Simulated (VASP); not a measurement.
# TaOs (P-6m2) in VASP: further runs

Runs on TaOs. Level: PBE. Tasks: single point, relaxation of cell and atoms.

Program: VASP 6.6.1. These are calculated values, not measurements. Logs are shortened: lines on timing, memory, paths and dates and some standing lists are left out, and cuts for length are marked.

**1. The cell of the first run**

It takes space group P-6m2 (No. 187, hexagonal). The conventional cell has a = 2.859 Å, b = 2.859 Å, c = 4.572 Å, α = 90.00°, β = 90.00°, γ = 120.00°. Ta (site symmetry -6m2) has 6 Os at 2.82 Å and 6 Ta at 2.86 Å within 3.7 Å. Os (site symmetry -6m2) has 6 Ta at 2.82 Å and 6 Os at 2.86 Å within 3.7 Å.

The cell was generated, and may not be a known phase.

**2. Single point, PBE**

File INCAR:

```
PREC = Accurate ; ENCUT = 520
EDIFF = 1E-6 ; ISMEAR = 0
SIGMA = 0.1 ; LREAL = False
LASPH = True ; NELM = 80
ALGO = Fast ; ISIF = 2
LWAVE = False ; LCHARG = True
GGA = PE ; LELF = True
LVHAR = True ; NBANDS = 16
```

File KPOINTS:

```
Automatic mesh
0
Gamma
  6 6 4
```

File POSCAR:

```
TaOs
1.0
    2.8587988300      0.0000000000      0.0000000000
   -1.4293994100      2.4757924100      0.0000000000
    0.0000000000      0.0000000000      4.5719358800
Ta Os
1 1
Direct
    0.0000000000      0.0000000000      0.0000000000
    0.3333333300      0.6666666700      0.5000000000
```

Potentials or basis: VASP PAW PBE potentials, release 64 (Ta_pv, Os).

On the command line:

```console
cat potpaw_PBE.64/Ta_pv/POTCAR potpaw_PBE.64/Os/POTCAR > POTCAR
mpirun -np 1 vasp_std > vasp.out
```

OUTCAR:

```text
PREC = Accurate
   ENCUT = 520
   EDIFF = 1E-6
   ISMEAR = 0
   LREAL = False
   LASPH = True
   NELM = 80
   ISIF = 2
   GGA = PE

 ion  position               nearest neighbor table
   1  0.000  0.000  0.000-   2 2.82   2 2.82   2 2.82   2 2.82   2 2.82   2 2.82
   2  0.333  0.667  0.500-   1 2.82   1 2.82   1 2.82   1 2.82   1 2.82   1 2.82

  LATTYP: Found a hexagonal cell.
 ALAT       =     2.8587988300
 C/A-ratio  =     1.5992506475

  Lattice vectors:

 A1 = (   2.8587988300,   0.0000000000,   0.0000000000)
 A2 = (  -1.4293994100,   2.4757924100,   0.0000000000)
 A3 = (   0.0000000000,   0.0000000000,   4.5719358800)

Analysis of symmetry for initial positions (statically):
=====================================================================
 Subroutine PRICEL returns:
 Original cell was already a primitive cell.

 Routine SETGRP: Setting up the symmetry group for a
 hexagonal supercell.

 Subroutine GETGRP returns: Found 12 space group operations
 (whereof 12 operations were pure point group operations)
 out of a pool of 24 trial point group operations.

The static configuration has the point symmetry D_3h.

Analysis of symmetry for dynamics (positions and initial velocities):
=====================================================================
 Subroutine PRICEL returns:
 Original cell was already a primitive cell.

 Routine SETGRP: Setting up the symmetry group for a
 hexagonal supercell.

 Subroutine GETGRP returns: Found 12 space group operations
 (whereof 12 operations were pure point group operations)
 out of a pool of 24 trial point group operations.

The dynamic configuration has the point symmetry D_3h.

 Subroutine INISYM returns: Found 12 space group operations
 (whereof 12 operations are pure point group operations),
 and found     1 'primitive' translations

----------------------------------------------------------------------------------------

                                     Primitive cell

  volume of cell :      32.3592

  direct lattice vectors                    reciprocal lattice vectors
     2.858798830  0.000000000  0.000000000     0.349797261  0.201955542  0.000000000
    -1.429399410  2.475792410  0.000000000     0.000000000  0.403911086  0.000000000
     0.000000000  0.000000000  4.571935880     0.000000000  0.000000000  0.218725727

  length of vectors
     2.858798830  2.858798827  4.571935880     0.403911085  0.403911086  0.218725727

  position of ions in fractional coordinates (direct lattice)
     0.000000000  0.000000000  0.000000000
     0.333333330  0.666666670  0.500000000

  ion indices of the primitive-cell ions
   primitive index   ion index
                 1           1
                 2           2

----------------------------------------------------------------------------------------

 KPOINTS: Automatic mesh

Automatic generation of k-mesh.
 Grid dimensions read from file:
 generate k-points for:    6    6    4

 Generating k-lattice:

  Cartesian coordinates                     Fractional coordinates (reciprocal lattice)
     0.058299543  0.033659257  0.000000000     0.166666667  0.000000000  0.000000000
     0.000000000  0.067318514  0.000000000     0.000000000  0.166666667  0.000000000
     0.000000000  0.000000000  0.054681432     0.000000000  0.000000000  0.250000000

  Length of vectors
     0.067318514  0.067318514  0.054681432

  Shift w.r.t. Gamma in fractional coordinates (k-lattice)
     0.000000000  0.000000000  0.000000000

 Subroutine IBZKPT returns following result:
 ===========================================

 Found     21 irreducible k-points:

 Following reciprocal coordinates:
            Coordinates               Weight
  0.000000  0.000000  0.000000      1.000000
  0.166667  0.000000  0.000000      6.000000
  0.333333  0.000000  0.000000      6.000000
  0.500000  0.000000  0.000000      3.000000
  0.166667  0.166667  0.000000      6.000000
  0.333333  0.166667  0.000000     12.000000
[... 13 lines left out ...]
  0.333333  0.166667  0.500000     12.000000
  0.333333  0.333333  0.500000      2.000000
   k-points           NKPTS =     21   k-points in BZ     NKDIM =     21   number of bands    NBANDS=     16
   number of dos      NEDOS =    301   number of ions     NIONS =      2
   total plane-waves  NPLWV =  20736
   dimension x,y,z NGX =    24 NGY =   24 NGZ =   36
   dimension x,y,z NGXF=    48 NGYF=   48 NGZF=   72
   ions per type =               1   1
   NGX,Y,Z   is equivalent  to a cutoff of  13.96, 13.96, 13.09 a.u.
   NGXF,Y,Z  is equivalent  to a cutoff of  27.91, 27.91, 26.18 a.u.
 SYSTEM =  unknown system
   PREC   = accura    normal or accurate (medium, high low for compatibility)
   ISTART =      0    job   : 0-new  1-cont  2-samecut
   ICHARG =      2    charge: 1-file 2-atom 10-const
   ISPIN  =      1    spin polarized calculation?
   LNONCOLLINEAR =      F non collinear calculations
   LSORBIT =      F    spin-orbit coupling
   LASPH  =      T    aspherical Exc in radial PAW
   ENCUT  =  520.0 eV  38.22 Ry    6.18 a.u.   5.32  5.32  8.50*2*pi/ulx,y,z
   NELM   =     80;   NELMIN=  2; NELMDL= -5     # of ELM steps
   EDIFF  = 0.1E-05   stopping-criterion for ELM
   LREAL  =      F    real-space projection
   EDIFFG = 0.1E-04   stopping-criterion for IOM
   NSW    =      0    number of steps for IOM
   IBRION =     -1    ionic relax: 0-MD 1-quasi-New 2-CG
   NFREE  =      0    steps in history (QN), initial steepest desc. (CG)
   ISIF   =      2    stress and relaxation
   ISYM   =      2    0-nonsym 1-usesym 2-fastsym
   POTIM  = 0.5000    time-step for ionic-motion
   TEBEG  =    0.0;   TEEND  =   0.0 temperature during run
   PSTRESS=    0.0 pullay stress
   NELECT =      19.0000    total number of electrons
   NUPDOWN=      -1.0000    fix difference up-down
   EMIN   =  10.00;   EMAX   =-10.00  energy-range for DOS
   EFERMI =   0.00;   METHOD = LEGACY
   ISMEAR =     0;   SIGMA  =   0.10  broadening in eV -4-tet -1-fermi 0-gaus
   EFERMI_NEDOS =   21; number of points for ismear=-14 and -15
   IALGO  =     68    algorithm
   IMIX   =      4    mixing-type and parameters
     AMIX     =   0.40;   BMIX     =  1.00
     AMIX_MAG =   1.60;   BMIX_MAG =  1.00
  volume/ion in A,a.u.               =      16.18       109.19
  Fermi-wavevector in a.u.,A,eV,Ry     =   1.370861  2.590551 25.568878  1.879260
  Thomas-Fermi vector in A             =   2.496609
   LORBIT       =      0    0 simple, 1 ext, 2 COOP (PROOUT), +10 PAW based schemes
   GGA     = PE    functional components
   LHFCALC =     F    Hartree Fock is set to
   AEXX    =    0.0000 exact exchange contribution
   IVDW    =     0    specifies the selected vdW correction
   LEPSILON=     F    determine dielectric tensor
   LRPA    =     F    only Hartree local field effects (RPA)
 non-spin polarized calculation
 RMM-DIIS sequential band-by-band and
 Gauss-broadening in eV      SIGMA  =   0.10
  energy-cutoff  :      520.00
  volume of cell :       32.36
 maximum number of plane-waves:       885
 NGX is ok and might be reduce to    24

 number of electron      18.9999999 magnetization

 Free energy of the ion-electron system (eV)
  ---------------------------------------------------
  ext. energy  EPLUGINS =         0.00000000
  ---------------------------------------------------
  free energy    TOTEN  =       -22.97118358 eV

  energy without entropy =      -22.96651300  energy(sigma->0) =      -22.96884829

 E-fermi :   7.0615     XC(G=0): -13.1841

 val. band max:        6.9982468360   @ k =   0.0000   0.0000   0.0000
 cond. band min:       7.0860217008   @ k =   0.5000   0.0000   0.0000
 fundamental gap:      0.0877748648
 Fermi energy:         7.0615361140

 k-point     1 :       0.0000    0.0000    0.0000
  band No.  band energies     occupation
      1     -27.0384      2.00000
      2     -26.4032      2.00000
      3     -26.4032      2.00000
      4      -2.1325      2.00000
      5       1.1935      2.00000
      6       5.1077      2.00000
[... 8 lines left out ...]
     15      11.7458      0.00000
     16      16.9663      0.00000

 k-point     2 :       0.1667    0.0000    0.0000
  band No.  band energies     occupation
      1     -26.9983      2.00000
      2     -26.7141      2.00000
      3     -26.4728      2.00000
      4      -1.1268      2.00000
      5       2.0397      2.00000
      6       4.3811      2.00000
[... 8 lines left out ...]
     15      13.9684      0.00000
     16      16.8203      0.00000

 k-point     3 :       0.3333    0.0000    0.0000
  band No.  band energies     occupation
      1     -27.2982      2.00000
      2     -26.9170      2.00000
      3     -26.6094      2.00000
      4       0.9409      2.00000
      5       2.3567      2.00000
      6       3.2991      2.00000
[... 8 lines left out ...]
     15      15.9764      0.00000
     16      17.3390      0.00000

 k-point     4 :       0.5000    0.0000    0.0000
  band No.  band energies     occupation
      1     -27.5739      2.00000
      2     -26.8757      2.00000
      3     -26.6763      2.00000
      4       1.4935      2.00000
      5       2.2215      2.00000
      6       2.5487      2.00000
[... 8 lines left out ...]
     15      15.0175      0.00000
     16      16.7074      0.00000

 k-point     5 :       0.1667    0.1667    0.0000
  band No.  band energies     occupation
      1     -27.1000      2.00000
      2     -26.9375      2.00000
      3     -26.6368      2.00000
      4       0.5649      2.00000
      5       3.1017      2.00000
      6       3.5858      2.00000
[... 8 lines left out ...]
     15      16.3413      0.00000
     16      16.8367      0.00000

 k-point     6 :       0.3333    0.1667    0.0000
  band No.  band energies     occupation
      1     -27.4300      2.00000
      2     -26.8757      2.00000
      3     -26.8378      2.00000
      4       2.1884      2.00000
      5       2.7409      2.00000
      6       2.8842      2.00000
[... 8 lines left out ...]
     15      15.6044      0.00000
     16      17.0960      0.00000

 k-point     7 :       0.3333    0.3333    0.0000
  band No.  band energies     occupation
      1     -27.2339      2.00000
      2     -27.2221      2.00000
      3     -26.8549      2.00000
      4       2.5669      2.00000
      5       3.2579      2.00000
      6       3.7328      2.00000
[... 8 lines left out ...]
     15      14.2360      0.00000
     16      14.8126      0.00000

 k-point     8 :       0.0000    0.0000    0.2500
  band No.  band energies     occupation
      1     -27.0565      2.00000
      2     -26.4035      2.00000
      3     -26.4035      2.00000
      4      -1.4581      2.00000
      5       1.1411      2.00000
      6       4.9988      2.00000
[... 8 lines left out ...]
     15      11.7887      0.00000
     16      19.1340      0.00000

 k-point     9 :       0.1667    0.0000    0.2500
  band No.  band energies     occupation
      1     -27.0113      2.00000
      2     -26.7127      2.00000
      3     -26.4734      2.00000
      4      -0.5268      2.00000
      5       2.0567      2.00000
      6       4.2636      2.00000
[... 8 lines left out ...]
     15      12.5678      0.00000
     16      19.0669      0.00000
[... 115 lines left out ...]
 k-point    16 :       0.1667    0.0000    0.5000
  band No.  band energies     occupation
      1     -27.0241      2.00000
      2     -26.7115      2.00000
      3     -26.4740      2.00000
      4       0.6615      2.00000
      5       1.3744      2.00000
      6       3.9720      2.00000
[... 8 lines left out ...]
     15      11.4702      0.00000
     16      21.0155      0.00000

 k-point    17 :       0.3333    0.0000    0.5000
  band No.  band energies     occupation
      1     -27.2908      2.00000
      2     -26.9224      2.00000
      3     -26.6114      2.00000
      4       1.4855      2.00000
      5       1.8776      2.00000
      6       3.5591      2.00000
[... 8 lines left out ...]
     15      12.0188      0.00000
     16      18.9625      0.00000

 k-point    18 :       0.5000    0.0000    0.5000
  band No.  band energies     occupation
      1     -27.5647      2.00000
      2     -26.8711      2.00000
      3     -26.6788      2.00000
      4       1.3164      2.00000
      5       1.6483      2.00000
      6       3.3502      2.00000
[... 8 lines left out ...]
     15      13.9315      0.00000
     16      15.9023      0.00000

 k-point    19 :       0.1667    0.1667    0.5000
  band No.  band energies     occupation
      1     -27.0943      2.00000
      2     -26.9480      2.00000
      3     -26.6380      2.00000
      4       1.7866      2.00000
      5       2.1656      2.00000
      6       3.5658      2.00000
[... 8 lines left out ...]
     15      11.8402      0.00000
     16      20.7875      0.00000

 k-point    20 :       0.3333    0.1667    0.5000
  band No.  band energies     occupation
      1     -27.4226      2.00000
      2     -26.8713      2.00000
      3     -26.8385      2.00000
      4       2.0767      2.00000
      5       2.2441      2.00000
      6       3.6272      2.00000
[... 8 lines left out ...]
     15      14.9188      0.00000
     16      17.4831      0.00000

 k-point    21 :       0.3333    0.3333    0.5000
  band No.  band energies     occupation
      1     -27.2262      2.00000
      2     -27.2222      2.00000
      3     -26.8459      2.00000
      4       3.1262      2.00000
      5       3.2399      2.00000
      6       3.6776      2.00000
[... 8 lines left out ...]
     15      17.2081      0.00000
     16      17.3612      0.00000

------------------------ aborting loop because EDIFF is reached ----------------------------------------

  FORCE on cell =-STRESS in cart. coord.  units (eV):
  Direction    XX          YY          ZZ          XY          YZ          ZX
  --------------------------------------------------------------------------------------
  -------------------------------------------------------------------------------------
  Total       -0.2538531     -0.2538531     -0.4456465     -0.0000000      0.0000000      0.0000000
  in kB      -12.5688375    -12.5688375    -22.0649580     -0.0000000      0.0000000      0.0000000
  external PRESSURE =     -15.7342110 kB  Pullay stress =       0.0000000 kB

 VOLUME and BASIS-vectors are now :
 -----------------------------------------------------------------------------
  energy-cutoff  :      520.00
  volume of cell :       32.36
      direct lattice vectors                 reciprocal lattice vectors
     2.858798830  0.000000000  0.000000000     0.349797261  0.201955542  0.000000000
    -1.429399410  2.475792410  0.000000000     0.000000000  0.403911086  0.000000000
     0.000000000  0.000000000  4.571935880     0.000000000  0.000000000  0.218725727

 POSITION                                       TOTAL-FORCE (eV/Angst)
 -----------------------------------------------------------------------------------
      0.00000      0.00000      0.00000        -0.000000     -0.000000      0.000000
     -0.00000      1.65053      2.28597         0.000000      0.000000      0.000000
 -----------------------------------------------------------------------------------
    total drift:                                0.000001     -0.000001      0.000000

  FREE ENERGIE OF THE ION-ELECTRON SYSTEM (eV)
  ---------------------------------------------------
  free  energy   TOTEN  =       -22.9711835772 eV

  energy  without entropy=      -22.9665129959  energy(sigma->0) =      -22.96884829
```

Run time: 24 s. Hardware: 1 thread of Oxide Virtual Turin-like, shared host; peak memory 0.12 GiB.

What came out:

```
Free energy            : -22.9712 eV
Pressure               : -1.6 GPa
Band gap on the k mesh : zero (an odd number of electrons rules out a gap without spin polarisation)
```

Caveat: the k points lie up to 0.42 Å⁻¹ apart, too coarse for converged energies and pressures of a metal; spin-orbit coupling is left out, which moves the levels of the heavy elements.

**3. Single point, PBE, collinear spin**

File INCAR:

```
SYSTEM = TaOs
PREC = Accurate ; ENCUT = 520
EDIFF = 1E-6 ; ISMEAR = 0
SIGMA = 0.1 ; LREAL = .False.
LASPH = .True. ; NELM = 150
ALGO = Fast ; ISIF = 2
LWAVE = .False. ; LCHARG = .False.
ISPIN = 2 ; MAGMOM = 0 1
LORBIT = 11 ; LMAXMIX = 4
GGA = PE ; NBANDS = 20
```

File KPOINTS:

```
regular mesh
0
Gamma
  6 6 4
  0 0 0
```

POSCAR is that of step 2.

Potentials or basis: VASP PAW PBE potentials, release 64 (Ta_pv, Os).

On the command line:

```console
cat potpaw_PBE.64/Ta_pv/POTCAR potpaw_PBE.64/Os/POTCAR > POTCAR
mpirun -np 1 vasp_std > vasp.out
```

Wall time 61 s (1 thread of Oxide Virtual Turin-like, shared host); peak memory 0.15 GiB.

Results (log left out):

* Free energy: -22.9712 eV
* Pressure: -1.5 GPa
* Net moment: 0.00 μB per cell
* Valence electrons inside the program's atomic spheres: Ta 8.99; Os 7.27

Stress tensor (GPa, compression positive):
```
-1.23  0.00  0.00
 0.00 -1.23  0.00
 0.00  0.00 -2.18
```

Levels at points of the mesh, in eV from the Fermi level:
Spin up:
| k point | band 6 | band 7 | band 8 | band 9 | band 10 | band 11 | band 12 | band 13 |
| --- | --- | --- | --- | --- | --- | --- | --- | --- |
| (0.00, 0.00, 0.00) | -1.95 | -1.95 | -0.80 | -0.06 | -0.06 | 0.81 | 0.81 | 0.82 |
| (0.50, 0.00, 0.00) | -4.51 | -1.64 | -1.55 | -0.66 | 0.02 | 2.15 | 4.95 | 5.23 |
| (0.00, 0.00, 0.50) | -2.46 | -2.14 | -2.14 | -0.86 | -0.78 | -0.78 | 2.25 | 2.25 |
| (0.50, 0.00, 0.50) | -3.71 | -2.85 | -0.50 | 0.42 | 1.76 | 1.93 | 2.67 | 3.96 |
Spin down:
```tsv
k point	band 5	band 6	band 7	band 8	band 9	band 10	band 11	band 12	band 13	band 14
(0.00, 0.00, 0.00)	-5.87	-1.95	-1.95	-0.80	-0.06	-0.06	0.81	0.81	0.82	4.68
(0.50, 0.00, 0.00)	-4.84	-4.51	-1.64	-1.55	-0.66	0.02	2.15	4.95	5.23	6.86
(0.00, 0.00, 0.50)	-6.55	-2.46	-2.14	-2.14	-0.86	-0.78	-0.78	2.25	2.25	4.59
(0.50, 0.00, 0.50)	-5.41	-3.71	-2.85	-0.50	0.42	1.76	1.93	2.67	3.96	5.72
```

Caveat: the k points lie up to 0.42 Å⁻¹ apart; spin-orbit coupling is left out, which moves the levels of the heavy elements.

**4. Single point, PBE**

This run uses another cell than the first one, of the same volume but with other edges.

File INCAR:

```
SYSTEM = TaOs
ALGO = Fast
EDIFF = 1E-7
ENCUT = 520
GGA = PE
ISIF = 2
ISMEAR = 0
LASPH = .TRUE.
LCHARG = .TRUE.
LELF = .TRUE.
LREAL = .FALSE.
LVHAR = .TRUE.
LWAVE = .FALSE.
NBANDS = 16
NELM = 100
PREC = Accurate
SIGMA = 0.1
```

File KPOINTS:

```
k-points
0
G
  24 24 12
  0 0 0
```

File POSCAR:

```
TaOs
1.0
    2.8975945380     -0.0000000029      0.0000000000
   -1.4487972665      2.5093904812      0.0000000000
    0.0000000000      0.0000000000      4.4538447330
Ta Os
1 1
Direct
    0.0000000000      0.0000000000      0.0000000000
    0.3333333333      0.6666666667      0.5000000000
```

On the command line:

```console
cat potpaw_PBE.64/Ta_pv/POTCAR potpaw_PBE.64/Os/POTCAR > POTCAR
mpirun -np 1 vasp_std > vasp.out
```

Wall time 6.5 min (1 thread of Oxide Virtual Turin-like, shared host); peak memory 0.33 GiB.

It converged, with:

```
Free energy            : -22.9239 eV
Pressure               : 0.1 GPa
Band gap on the k mesh : zero (an odd number of electrons rules out a gap without spin polarisation)
```

Stress tensor (GPa, compression positive):
```
 0.21  0.00  0.00
 0.00  0.21  0.00
 0.00  0.00 -0.03
```

Levels at points of the mesh, in eV from the Fermi level:
| k point | band 7 | band 8 | band 9 | band 10 | band 11 | band 12 |
| --- | --- | --- | --- | --- | --- | --- |
| (0.00, 0.00, 0.00) | -1.88 | -0.35 | -0.30 | -0.30 | 0.78 | 0.78 |
| (0.50, 0.00, 0.00) | -1.88 | -1.66 | -0.37 | 0.31 | 2.03 | 4.76 |
| (0.00, 0.00, 0.50) | -2.13 | -2.13 | -1.04 | -1.04 | -0.55 | 2.41 |
| (0.50, 0.00, 0.50) | -2.66 | -0.61 | 0.44 | 1.72 | 1.72 | 2.57 |

Caveat: spin-orbit coupling is left out, which moves the levels of the heavy elements.

(Part 1 of 2 ends here.)

The gap in the log of VASP goes by the Fermi energy; the results here count the filled bands.